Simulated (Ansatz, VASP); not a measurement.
## One calculation of InAs, two programs

```xyz
2
Lattice="0.0000 3.0180 3.0180 3.0180 0.0000 3.0180 3.0180 3.0180 0.0000" Properties=species:S:1:pos:R:3 pbc="T T T"
In    0.0000    0.0000    0.0000
As    4.5270    4.5270    4.5270
```

Alike in both runs: task single point; functional r2SCAN50; k mesh 5 × 5 × 5; occupations fermi-dirac, width 0.05 eV; no spin polarisation.

|  | VASP | Ansatz |
| --- | --- | --- |
| version | VASP 6.6.1 | Ansatz 0.2.0 |
| potentials or method | VASP PAW PBE potentials, release 64 (In_d, As) | Ansatz PAW |
| plane-wave cutoff (eV) | 520 | 500 |
| valence electrons in the cell | 18 | 28 |

|  | VASP | Ansatz | Ansatz less VASP |
| --- | --- | --- | --- |
| gap on the k mesh at the Fermi level (eV) | 2.77 | 2.68 | -0.084 |
| least direct gap on the mesh (eV) | 2.77 | 2.68 | -0.084 |
| pressure (GPa) | -0.7 | -0.2 | +0.52 |

VASP's potentials were made for PBE, not for r2SCAN50. VASP's potentials hold 18 valence electrons a cell and Ansatz's 28, so a difference there can come from the potentials and not from the codes.

Noted on Ansatz's run: odd divisions of the mesh miss points on the zone boundary, where band edges often lie, so the gap on the mesh can be too wide.
